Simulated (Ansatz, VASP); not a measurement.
# One calculation of AlFe3, two programs

Contents of INCAR:

```
SYSTEM = AlFe3
ALGO = Normal
EDIFF = 1E-7
ENCUT = 520
GGA = CA
ISIF = 2
ISMEAR = -1
ISPIN = 2
LASPH = .True.
LCHARG = .False.
LMAXMIX = 4
LORBIT = 11
LREAL = .False.
LWAVE = .False.
MAGMOM = 0 2.4 2.4 2.4
NBANDS = 26
NELM = 150
PREC = Accurate
SIGMA = 0.1
```

The input KPOINTS:

```
k-points
0
Gamma
  6 6 6
  0 0 0
```

The input POSCAR:

```
AlFe3
1.0
    3.6871808867      0.0000000000      0.0000000000
    0.0000000000      3.6871808867      0.0000000000
    0.0000000000      0.0000000000      3.6871808867
Al Fe
1 3
Direct
    0.0000000000      0.0000000000      0.0000000000
    0.0000000000      0.5000000000      0.5000000000
    0.5000000000      0.0000000000      0.5000000000
    0.5000000000      0.5000000000      0.0000000000
```

Input for Ansatz:

```yaml
crystal:
  lattice:
    - [3.687180886728733, 0.0, 0.0]
    - [0.0, 3.687180886728733, 0.0]
    - [0.0, 0.0, 3.687180886728733]
  atoms:
    - { symbol: Al, position: [0.0, 0.0, 0.0] }
    - { symbol: Fe, position: [0.0, 0.5, 0.5], spin: 2.4 }
    - { symbol: Fe, position: [0.5, 0.0, 0.5], spin: 2.4 }
    - { symbol: Fe, position: [0.5, 0.5, 0.0], spin: 2.4 }
basis:
  ecutwfc: 550.0
kpoints:
  mp_grid:
    grid: [6, 6, 6]
hamiltonian:
  xc: lda
  pseudopotentials:
    kind: paw
magnetization:
  spin_polarized: true
scf:
  occupations:
    method: fermi_dirac
```

Alike in both runs: task single point; functional LDA; k mesh 6 × 6 × 6; collinear spin.

```csv
,VASP,Ansatz
version,VASP 6.6.1,Ansatz 0.2.0
potentials or method,"VASP PAW LDA potentials, release 64 (Al, Fe), cutoff 520 eV","plane waves, PAW"
occupations,"fermi-dirac, width 0.1 eV",fermi-dirac
valence electrons in the cell,27,51
```

```csv
,VASP,Ansatz,Ansatz less VASP
net moment per atom (μB),1.66,1.69,+0.028
size of the moment on the site where the two differ most (μB),2.23,2.29,+0.065
```

LDA's correlation is that of Perdew and Zunger in VASP and of Perdew and Wang (1992) in Ansatz. Site moments also hang on the region over which each program counts them. VASP's potentials hold 27 valence electrons a cell and Ansatz's 51, so a difference there can come from the potentials and not from the codes.
